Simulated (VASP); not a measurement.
## SrLi2SnS4: single point with r2SCAN

Crystal: SrLi2SnS4.

```
Li Sr Sn S
1.0
    -3.34219    3.34219    4.01437
     3.34219   -3.34219    4.01437
     3.34219    3.34219   -4.01437
Li Sr Sn S
2 1 1 4
Direct
  0.25000 0.75000 0.50000
  0.75000 0.25000 0.50000
  0.50000 0.50000 0.00000
  0.00000 0.00000 0.00000
  0.03682 0.03682 0.41523
  0.96318 0.37841 0.00000
  0.62159 0.62159 0.58477
  0.37841 0.96318 0.00000
```

* Program: VASP 6.6.1
* Task: single point
* Functional: r2SCAN
* Potentials or basis: VASP PAW PBE potentials, release 64 (Li_sv, Sr_sv, Sn_d, S)
* Cutoff: 520 eV
* k mesh: 6 × 6 × 6
* Occupations: gaussian, width 0.01 eV
* Spin: no spin polarisation

```yaml
Largest_force: 0.017 eV/Å
Band_gap_on_the_k_mesh: 2.99 eV
```

Forces on the atoms (eV/Å):
```
Li   0.000  0.000  0.000
Li   0.000  0.000  0.000
Sr   0.000  0.000  0.000
Sn   0.000  0.000  0.000
S   -0.012 -0.012  0.002
S   -0.012  0.012 -0.002
S    0.012  0.012  0.002
S    0.012 -0.012 -0.002
```

Levels at points of the mesh, in eV from the valence-band top:
| k point | band 25 | band 26 | band 27 | band 28 | band 29 | band 30 |
| --- | --- | --- | --- | --- | --- | --- |
| (0.00, 0.00, 0.00) | -0.48 | -0.37 | -0.37 | 3.11 | 4.41 | 5.12 |
| (0.50, 0.00, 0.00) | -0.87 | -0.65 | -0.47 | 3.35 | 4.28 | 5.34 |
| (0.50, 0.50, 0.00) | -1.08 | -1.03 | -0.49 | 3.47 | 4.78 | 5.18 |
| (0.50, 0.50, 0.50) | -0.47 | -0.47 | 0.00 | 2.99 | 4.60 | 4.60 |

It took 28 min on 1 thread of Intel Xeon 8259CL, on a shared host, peak memory 0.5 GiB.

Caveat: the PAW data sets were made with another functional, which shifts forces and pressure a little; spin-orbit coupling is left out, which moves the levels of the heavy elements. A k mesh can miss the band edges.
